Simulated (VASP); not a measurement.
# Hf in VASP: a series of runs, part 3 of 3

VASP 6.6.1. Earlier steps stand in the parts before.

**6. Electric field gradients, PBEsol (equal xx and yy strain of +2 %)**

INCAR

```
SYSTEM = Hf
PREC = Accurate
ENCUT = 520
EDIFF = 1E-8
ISMEAR = -1
SIGMA = 0.05
LREAL = .False.
LASPH = .True.
NELM = 100
ALGO = Normal
ISIF = 2
LWAVE = .False.
LCHARG = .False.
GGA = PS
LEFG = .True.
NBANDS = 11
```

KPOINTS

```
regular mesh
0
Gamma
  14 14 14
  0 0 0
```

POSCAR

```
Hf
1.0
   -1.8411000000      1.8411000000      1.8050000000
    1.8411000000     -1.8411000000      1.8050000000
    1.8411000000      1.8411000000     -1.8050000000
Hf
1
Direct
    0.0000000000      0.0000000000      0.0000000000
```

Potentials or basis: VASP PAW PBE potentials, release 64 (Hf_pv).

On the command line:

```sh
$ cat potpaw_PBE.64/Hf_pv/POTCAR > POTCAR
$ mpirun -np 1 vasp_std > vasp.out
```

OUTCAR:

```text
SYSTEM = Hf
   PREC = Accurate
   ENCUT = 520
   EDIFF = 1E-8
   ISMEAR = -1
   LREAL = .False.
   LASPH = .True.
   NELM = 100
   ISIF = 2
   GGA = PS

 ion  position               nearest neighbor table
   1  0.000  0.000  0.000-

  LATTYP: Found a body centered tetragonal cell.
 ALAT       =     3.6822000000
 C/A-ratio  =     0.9803921569

  Lattice vectors:

 A1 = (  -1.8411000000,   1.8411000000,   1.8050000000)
 A2 = (   1.8411000000,  -1.8411000000,   1.8050000000)
 A3 = (   1.8411000000,   1.8411000000,  -1.8050000000)

Analysis of symmetry for initial positions (statically):
=====================================================================
 Subroutine PRICEL returns:
 Original cell was already a primitive cell.

 Routine SETGRP: Setting up the symmetry group for a
 body centered tetragonal supercell.

 Subroutine GETGRP returns: Found 16 space group operations
 (whereof 16 operations were pure point group operations)
 out of a pool of 16 trial point group operations.

The static configuration has the point symmetry D_4h.

Analysis of symmetry for dynamics (positions and initial velocities):
=====================================================================
 Subroutine PRICEL returns:
 Original cell was already a primitive cell.

 Routine SETGRP: Setting up the symmetry group for a
 body centered tetragonal supercell.

 Subroutine GETGRP returns: Found 16 space group operations
 (whereof 16 operations were pure point group operations)
 out of a pool of 16 trial point group operations.

The dynamic configuration has the point symmetry D_4h.

 Subroutine INISYM returns: Found 16 space group operations
 (whereof 16 operations are pure point group operations),
 and found     1 'primitive' translations

----------------------------------------------------------------------------------------

                                     Primitive cell

  volume of cell :      24.4733

  direct lattice vectors                    reciprocal lattice vectors
    -1.841100000  1.841100000  1.805000000     0.000000000  0.271576775  0.277008310
     1.841100000 -1.841100000  1.805000000     0.271576775  0.000000000  0.277008310
     1.841100000  1.841100000 -1.805000000     0.271576775  0.271576775  0.000000000

  length of vectors
     3.168173515  3.168173515  3.168173515     0.387927246  0.387927246  0.384067558

  position of ions in fractional coordinates (direct lattice)
     0.000000000  0.000000000  0.000000000

  ion indices of the primitive-cell ions
   primitive index   ion index
                 1           1

----------------------------------------------------------------------------------------

 KPOINTS: regular mesh

Automatic generation of k-mesh.
 Grid dimensions read from file:
 generate k-points for:   14   14   14

 Generating k-lattice:

  Cartesian coordinates                     Fractional coordinates (reciprocal lattice)
     0.000000000  0.019398341  0.019786308     0.071428571  0.000000000 -0.000000000
     0.019398341  0.000000000  0.019786308     0.000000000  0.071428571 -0.000000000
     0.019398341  0.019398341  0.000000000     0.000000000  0.000000000  0.071428571

  Length of vectors
[... 71 lines left out ...]
   EFERMI_NEDOS =   21; number of points for ismear=-14 and -15
   IALGO  =     38    algorithm
   IMIX   =      4    mixing-type and parameters
     AMIX     =   0.40;   BMIX     =  1.00
     AMIX_MAG =   1.60;   BMIX_MAG =  1.00
  volume/ion in A,a.u.               =      24.47       165.15
  Fermi-wavevector in a.u.,A,eV,Ry     =   1.214817  2.295671 20.079209  1.475780
  Thomas-Fermi vector in A             =   2.350224
   LORBIT       =      0    0 simple, 1 ext, 2 COOP (PROOUT), +10 PAW based schemes
   GGA     = PS    functional components
   LHFCALC =     F    Hartree Fock is set to
   AEXX    =    0.0000 exact exchange contribution
   IVDW    =     0    specifies the selected vdW correction
   LEPSILON=     F    determine dielectric tensor
   LRPA    =     F    only Hartree local field effects (RPA)
 non-spin polarized calculation
  energy-cutoff  :      520.00
  volume of cell :       24.47
 maximum number of plane-waves:       682
   NGX = 11   NGY = 11   NGZ = 11

 number of electron      10.0000000 magnetization

 number of electron       9.9999998 magnetization

 Free energy of the ion-electron system (eV)
  ---------------------------------------------------
  ext. energy  EPLUGINS =         0.00000000
  ---------------------------------------------------
  free energy    TOTEN  =       -10.20713750 eV

  energy without entropy =      -10.18849796  energy(sigma->0) =      -10.19781773

 E-fermi :   3.8412     XC(G=0): -10.9885

 val. band max:        3.8403730672   @ k =   0.2143   0.0714   0.0714
 cond. band min:       3.8414549989   @ k =  -0.2857   0.3571   0.0714
 fundamental gap:      0.0010819317
 Fermi energy:         3.8412072556

 k-point     1 :       0.0000    0.0000    0.0000
  band No.  band energies     occupation
      1     -26.2988      2.00000
      2     -26.2988      2.00000
      3     -26.2985      2.00000
      4      -2.9091      2.00000
      5       5.1374      0.00000
      6       5.3359      0.00000
      7       5.3359      0.00000
      8       7.6672      0.00000
      9       7.9388      0.00000
     10      16.6375      0.00000
     11      16.6375      0.00000
[... 309 lines left out ...]
 k-point    24 :       0.2857    0.1429    0.0000
  band No.  band energies     occupation
      1     -26.7875      2.00000
      2     -26.4866      2.00000
      3     -26.3418      2.00000
      4       0.6269      2.00000
      5       3.5729      1.99069
      6       3.8876      0.56707
      7       7.3468      0.00000
      8       8.5391      0.00000
      9       9.4904      0.00000
     10      13.8915      0.00000
     11      15.8526      0.00000

 [... further k-points ...]

------------------------ aborting loop because EDIFF is reached ----------------------------------------

  FORCE on cell =-STRESS in cart. coord.  units (eV):
  Direction    XX          YY          ZZ          XY          YZ          ZX
  --------------------------------------------------------------------------------------
  -------------------------------------------------------------------------------------
  Total       -1.7890615     -1.7890615     -1.9665133      0.0000000      0.0000000      0.0000000
  in kB     -117.1234617   -117.1234617   -128.7405973      0.0000000      0.0000000      0.0000000
  external PRESSURE =    -120.9958403 kB  Pullay stress =       0.0000000 kB

 VOLUME and BASIS-vectors are now :
 -----------------------------------------------------------------------------
  energy-cutoff  :      520.00
  volume of cell :       24.47
      direct lattice vectors                 reciprocal lattice vectors
    -1.841100000  1.841100000  1.805000000     0.000000000  0.271576775  0.277008310
     1.841100000 -1.841100000  1.805000000     0.271576775  0.000000000  0.277008310
     1.841100000  1.841100000 -1.805000000     0.271576775  0.271576775  0.000000000

 POSITION                                       TOTAL-FORCE (eV/Angst)
 -----------------------------------------------------------------------------------
      0.00000      0.00000      0.00000        -0.000000     -0.000000     -0.000000
 -----------------------------------------------------------------------------------
    total drift:                                0.000000      0.000000     -0.000000

  FREE ENERGIE OF THE ION-ELECTRON SYSTEM (eV)
  ---------------------------------------------------
  free  energy   TOTEN  =       -10.2071374957 eV

  energy  without entropy=      -10.1884979558  energy(sigma->0) =      -10.19781773

 Electric field gradients (V/A^2)
---------------------------------------------------------------------
 ion       V_xx      V_yy      V_zz      V_xy      V_xz      V_yz
---------------------------------------------------------------------
   1       0.738     0.738    -1.476     0.000     0.000     0.000
---------------------------------------------------------------------

 Electric field gradients after diagonalization (V/A^2)
 (convention: |V_zz| > |V_xx| > |V_yy|)
----------------------------------------------------------------------
 ion       V_xx      V_yy      V_zz     asymmetry (V_yy - V_xx)/ V_zz
----------------------------------------------------------------------
   1       0.738     0.738    -1.476       0.000
----------------------------------------------------------------------

           NMR quadrupolar parameters

 Cq : quadrupolar parameter    Cq=e*Q*V_zz/h
 eta: asymmetry parameters     (V_yy - V_xx)/ V_zz
 Q  : nuclear electric quadrupole moment in mb (millibarn)
----------------------------------------------------------------------
 ion       Cq(MHz)       eta       Q (mb)
----------------------------------------------------------------------
   1      -0.004       0.000       1.000
----------------------------------------------------------------------
```

OSZICAR:

```text
N       E                     dE             d eps       ncg     rms          rms(c)
DAV:   1     0.118178946477E+02    0.11818E+02   -0.57143E+03  5392   0.828E+02
DAV:   2    -0.101717380921E+02   -0.21990E+02   -0.21264E+02  6693   0.151E+02
DAV:   3    -0.106550723858E+02   -0.48333E+00   -0.47591E+00  6702   0.152E+01
DAV:   4    -0.106573480577E+02   -0.22757E-02   -0.22751E-02  6114   0.125E+00
DAV:   5    -0.106573632875E+02   -0.15230E-04   -0.15230E-04  6787   0.888E-02    0.436E+01
DAV:   6    -0.103149325813E+02    0.34243E+00   -0.30214E-01  5977   0.381E+00    0.246E+01
DAV:   7    -0.102114193126E+02    0.10351E+00   -0.35786E-01  6139   0.404E+00    0.116E+00
DAV:   8    -0.102071597752E+02    0.42595E-02   -0.22908E-02  5967   0.108E+00    0.118E-01
DAV:   9    -0.102071339825E+02    0.25793E-04   -0.35100E-04  6526   0.161E-01    0.542E-02
DAV:  10    -0.102071383519E+02   -0.43694E-05   -0.26142E-05  6638   0.376E-02    0.329E-02
DAV:  11    -0.102071375522E+02    0.79973E-06   -0.41041E-06  6418   0.148E-02    0.158E-03
DAV:  12    -0.102071375306E+02    0.21636E-07   -0.60627E-08  6416   0.227E-03    0.213E-03
DAV:  13    -0.102071374958E+02    0.34754E-07   -0.27113E-09  3882   0.430E-04    0.631E-05
DAV:  14    -0.102071374957E+02    0.13392E-09   -0.33632E-10  3470   0.168E-04
   1 F= -.10207137E+02 E0= -.10197818E+02  d E =-.186395E-01
```

It took 17 s on 1 thread of Intel Xeon 6975P-C (Granite Rapids), shared host; peak memory 0.19 GiB.

What came out:

```
Free energy            : -10.2071 eV
Pressure               : -12.1 GPa
Band gap on the k mesh : zero (band 5 reaches 5.25 eV, above the bottom of band 6 at 3.17 eV)
```

Electric field gradients, principal values (V/Å²):
```csv
atom,least,middle,greatest (by size)
1 Hf,0.738,0.738,-1.476
```

Caveat: the cell differs from its parent crystal (equal xx and yy strain of +2 %); without QUAD_EFG the Cq values of the log hold for a quadrupole moment of 1 mb, not for the nuclei; the PAW data sets were made with another functional, which shifts forces and pressure a little; spin-orbit coupling is left out, which moves the levels of the heavy elements.

**7. Summary**

| cell | gap on the mesh (eV) | pressure (GPa) |
| --- | --- | --- |
| a = 3.116 Å, angles 109.2°, 1 atom | none | -9.3 |
| a = 3.147 Å, angles 109.2, 109.2, 110.0°, 1 atom | none | -10.8 |
| a = 3.158 Å, angles 110.3, 110.3, 107.9°, 1 atom | none | -11.4 |
| a = 3.168 Å, angles 108.9, 108.9, 110.5°, 1 atom | none | -12.1 |

Alike in all rows: task electric field gradients; level PBEsol; potentials or basis VASP PAW PBE potentials, release 64 (Hf_pv); no spin polarisation; k mesh 14 × 14 × 14; cutoff (eV) 520; smearing fermi-dirac 0.05 eV.

Caveats: the PAW data sets were made with another functional, which shifts forces and pressure a little; spin-orbit coupling is left out, which moves the levels of the heavy elements.

Total energies depend on the potentials used, so only differences within one code and one set of settings carry meaning.
